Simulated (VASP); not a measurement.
# ScGa3Te (P6/mmm) in VASP: a series of runs

ScGa3Te is run at these levels: PBE; tasks: single point.

Program: VASP 6.6.1. These are calculated values, not measurements. Logs are shortened: lines on timing, memory, paths and dates and some standing lists are left out, and cuts for length are marked.

## Step 1: The cell of the first run

It takes space group P6/mmm (No. 191, hexagonal). Conventional cell: a = 5.636 Å, b = 5.636 Å, c = 5.498 Å, α = 90.00°, β = 90.00°, γ = 120.00°. Within 3.6 Å of Sc (site symmetry 6/mmm) lie 2 Te at 2.75 Å and 6 Ga at 2.82 Å. Ga (site symmetry mmm) has 4 Ga at 2.82 Å and 2 Sc at 2.82 Å within 3.7 Å. Within 3.6 Å of Te (site symmetry 6/mmm) lie 2 Sc at 2.75 Å.

## Step 2: Single point, PBE

Input file INCAR:

```
SYSTEM = ScGa3Te
  PREC = Accurate
  ENCUT = 520
  EDIFF = 1E-6
  ISMEAR = 0
  SIGMA = 0.1
  LREAL = .False.
  LASPH = .True.
  NELM = 80
  ALGO = Fast
  ISIF = 2
  LWAVE = .False.
  LCHARG = .False.
  GGA = PE
  NBANDS = 36
```

Input file KPOINTS:

```
Automatic mesh
0
Gamma
  6 6 4
  0 0 0
```

Input file POSCAR:

```
ScGa3Te
1.0
    5.6362990571      0.0000000000      0.0000000000
   -2.8181495285      4.8811781667      0.0000000000
    0.0000000000      0.0000000000      5.4983142535
Sc Ga Te
1 3 1
Direct
    0.0000000000      0.0000000000      0.5000000000
    0.5000000000      0.0000000000      0.5000000000
    0.0000000000      0.5000000000      0.5000000000
    0.5000000000      0.5000000000      0.5000000000
    0.0000000000      0.0000000000      0.0000000000
```

Potentials or basis: VASP PAW PBE potentials, release 64 (Sc_sv, Ga_d, Te).

Started as:

```console
$ cat potpaw_PBE.64/Sc_sv/POTCAR potpaw_PBE.64/Ga_d/POTCAR potpaw_PBE.64/Te/POTCAR > POTCAR
$ mpirun -np 1 vasp_std > vasp.out
```

OUTCAR:

```text
SYSTEM = ScGa3Te
   PREC = Accurate
   ENCUT = 520
   EDIFF = 1E-6
   ISMEAR = 0
   LREAL = .False.
   LASPH = .True.
   NELM = 80
   ISIF = 2
   GGA = PE

 ion  position               nearest neighbor table
   1  0.000  0.000  0.500-   5 2.75   5 2.75   3 2.82   3 2.82   4 2.82   4 2.82   2 2.82   2 2.82

   2  0.500  0.000  0.500-   4 2.82   4 2.82   3 2.82   3 2.82   1 2.82   1 2.82
   3  0.000  0.500  0.500-   1 2.82   1 2.82   2 2.82   2 2.82   4 2.82   4 2.82
   4  0.500  0.500  0.500-   2 2.82   2 2.82   1 2.82   1 2.82   3 2.82   3 2.82
   5  0.000  0.000  0.000-   1 2.75   1 2.75

  LATTYP: Found a hexagonal cell.
 ALAT       =     5.6362990571
 C/A-ratio  =     0.9755185447

  Lattice vectors:

 A1 = (   5.6362990571,   0.0000000000,   0.0000000000)
 A2 = (  -2.8181495285,   4.8811781667,   0.0000000000)
 A3 = (   0.0000000000,   0.0000000000,   5.4983142535)

Analysis of symmetry for initial positions (statically):
=====================================================================
 Subroutine PRICEL returns:
 Original cell was already a primitive cell.

 Routine SETGRP: Setting up the symmetry group for a
 hexagonal supercell.

 Subroutine GETGRP returns: Found 24 space group operations
 (whereof 24 operations were pure point group operations)
 out of a pool of 24 trial point group operations.

The static configuration has the point symmetry D_6h.

Analysis of symmetry for dynamics (positions and initial velocities):
=====================================================================
 Subroutine PRICEL returns:
 Original cell was already a primitive cell.

 Routine SETGRP: Setting up the symmetry group for a
 hexagonal supercell.

 Subroutine GETGRP returns: Found 24 space group operations
 (whereof 24 operations were pure point group operations)
 out of a pool of 24 trial point group operations.

The dynamic configuration has the point symmetry D_6h.

 Subroutine INISYM returns: Found 24 space group operations
 (whereof 24 operations are pure point group operations),
 and found     1 'primitive' translations

----------------------------------------------------------------------------------------

                                     Primitive cell

  volume of cell :     151.2684

  direct lattice vectors                    reciprocal lattice vectors
     5.636299057  0.000000000  0.000000000     0.177421388  0.102434286  0.000000000
[... 89 lines left out ...]
   LREAL  =      F    real-space projection
   EDIFFG = 0.1E-04   stopping-criterion for IOM
   NSW    =      0    number of steps for IOM
   IBRION =     -1    ionic relax: 0-MD 1-quasi-New 2-CG
   NFREE  =      0    steps in history (QN), initial steepest desc. (CG)
   ISIF   =      2    stress and relaxation
   ISYM   =      2    0-nonsym 1-usesym 2-fastsym
   POTIM  = 0.5000    time-step for ionic-motion
   TEBEG  =    0.0;   TEEND  =   0.0 temperature during run
   PSTRESS=    0.0 pullay stress
   NELECT =      56.0000    total number of electrons
   NUPDOWN=      -1.0000    fix difference up-down
   EMIN   =  10.00;   EMAX   =-10.00  energy-range for DOS
   EFERMI =   0.00;   METHOD = LEGACY
   ISMEAR =     0;   SIGMA  =   0.10  broadening in eV -4-tet -1-fermi 0-gaus
   EFERMI_NEDOS =   21; number of points for ismear=-14 and -15
   IALGO  =     68    algorithm
   IMIX   =      4    mixing-type and parameters
     AMIX     =   0.40;   BMIX     =  1.00
     AMIX_MAG =   1.60;   BMIX_MAG =  1.00
  volume/ion in A,a.u.               =      30.25       204.16
  Fermi-wavevector in a.u.,A,eV,Ry     =   1.175497  2.221367 18.800429  1.381793
  Thomas-Fermi vector in A             =   2.311876
   LORBIT       =      0    0 simple, 1 ext, 2 COOP (PROOUT), +10 PAW based schemes
   GGA     = PE    functional components
   LHFCALC =     F    Hartree Fock is set to
   AEXX    =    0.0000 exact exchange contribution
   IVDW    =     0    specifies the selected vdW correction
   LEPSILON=     F    determine dielectric tensor
   LRPA    =     F    only Hartree local field effects (RPA)
 non-spin polarized calculation
 RMM-DIIS sequential band-by-band and
 Gauss-broadening in eV      SIGMA  =   0.10
  energy-cutoff  :      520.00
  volume of cell :      151.27
 maximum number of plane-waves:      4104
 NGX is ok and might be reduce to    42
   NGX = 21   NGY = 21   NGZ = 21

 number of electron      55.9999924 magnetization

 Free energy of the ion-electron system (eV)
  ---------------------------------------------------
  ext. energy  EPLUGINS =         0.00000000
  ---------------------------------------------------
  free energy    TOTEN  =       -18.92376272 eV

  energy without entropy =      -18.90547168  energy(sigma->0) =      -18.91461720

 E-fermi :   2.7448     XC(G=0):  -8.5745

 val. band max:        2.7432450015   @ k =   0.3333  -0.0000   0.2500
 cond. band min:       2.8196365061   @ k =   0.3333   0.3333   0.0000
 fundamental gap:      0.0763915046
 Fermi energy:         2.7447677253

 k-point     1 :       0.0000    0.0000    0.0000
  band No.  band energies     occupation
      1     -46.2352      2.00000
      2     -25.0064      2.00000
      3     -24.8925      2.00000
      4     -24.8925      2.00000
      5     -12.1951      2.00000
      6     -12.0891      2.00000
[... 808 lines left out ...]
     35       6.0333      0.00000
     36       6.0333      0.00000

------------------------ aborting loop because EDIFF is reached ----------------------------------------

  FORCE on cell =-STRESS in cart. coord.  units (eV):
  Direction    XX          YY          ZZ          XY          YZ          ZX
  --------------------------------------------------------------------------------------
  -------------------------------------------------------------------------------------
  Total        0.0985898      0.0985898     -0.0500177      0.0000000     -0.0000000     -0.0000000
  in kB        1.0442257      1.0442257     -0.5297689      0.0000000     -0.0000000     -0.0000000
  external PRESSURE =       0.5195608 kB  Pullay stress =       0.0000000 kB

 VOLUME and BASIS-vectors are now :
 -----------------------------------------------------------------------------
  energy-cutoff  :      520.00
  volume of cell :      151.27
      direct lattice vectors                 reciprocal lattice vectors
     5.636299057  0.000000000  0.000000000     0.177421388  0.102434286  0.000000000
    -2.818149528  4.881178167  0.000000000     0.000000000  0.204868572  0.000000000
     0.000000000  0.000000000  5.498314254     0.000000000  0.000000000  0.181873926

 POSITION                                       TOTAL-FORCE (eV/Angst)
 -----------------------------------------------------------------------------------
      0.00000      0.00000      2.74916         0.000000      0.000000      0.000000
      2.81815      0.00000      2.74916         0.000000      0.000000      0.000000
     -1.40907      2.44059      2.74916        -0.000000      0.000000      0.000000
      1.40907      2.44059      2.74916        -0.000000      0.000000      0.000000
      0.00000      0.00000      0.00000         0.000000      0.000000      0.000000
 -----------------------------------------------------------------------------------
    total drift:                                0.000000     -0.000000     -0.000000

  FREE ENERGIE OF THE ION-ELECTRON SYSTEM (eV)
  ---------------------------------------------------
  free  energy   TOTEN  =       -18.9237627186 eV

  energy  without entropy=      -18.9054716801  energy(sigma->0) =      -18.91461720
```

stdout:

```text
POSCAR found type information on POSCAR ScGaTe
 POSCAR found :  3 types and       5 ions
 scaLAPACK will be used
 LDA part: xc-table for (Slater+PW92), standard interpolation
 POSCAR, INCAR and KPOINTS ok, starting setup
 FFT: planning ... GRIDC
 FFT: planning ... GRID_SOFT
 FFT: planning ... GRID
 WAVECAR not read
 entering main loop
```

Wall time 2.2 min (1 thread of Intel Xeon Platinum 8488C (Sapphire Rapids), shared host); peak memory 0.32 GiB.

What came out:

```
Free energy            : -18.9238 eV
Pressure               : 0.1 GPa
Band gap on the k mesh : zero (band 28 reaches 3.38 eV, above the bottom of band 29 at 1.87 eV)
```

Stress tensor (GPa, compression positive):
```
 0.10  0.00  0.00
 0.00  0.10  0.00
 0.00  0.00 -0.05
```

Levels at points of the mesh, in eV from the Fermi level:
```tsv
k point	band 24	band 25	band 26	band 27	band 28	band 29	band 30	band 31	band 32	band 33
(0.00, 0.00, 0.00)	-2.76	-2.36	-2.17	-2.17	0.64	0.64	1.14	1.46	1.46	2.77
(0.50, 0.00, 0.00)	-2.24	-2.11	-1.35	-0.80	-0.47	0.18	1.02	2.23	2.55	2.96
(0.00, 0.00, 0.50)	-3.00	-2.31	-1.76	-1.76	-0.88	-0.88	-0.76	2.88	2.88	2.98
(0.50, 0.00, 0.50)	-3.53	-2.88	-2.02	-1.51	0.21	0.89	2.03	2.57	2.86	3.02
```

Caveat: spin-orbit coupling is left out, which moves the levels of the heavy elements.

(Part 1 of 2 ends here.)
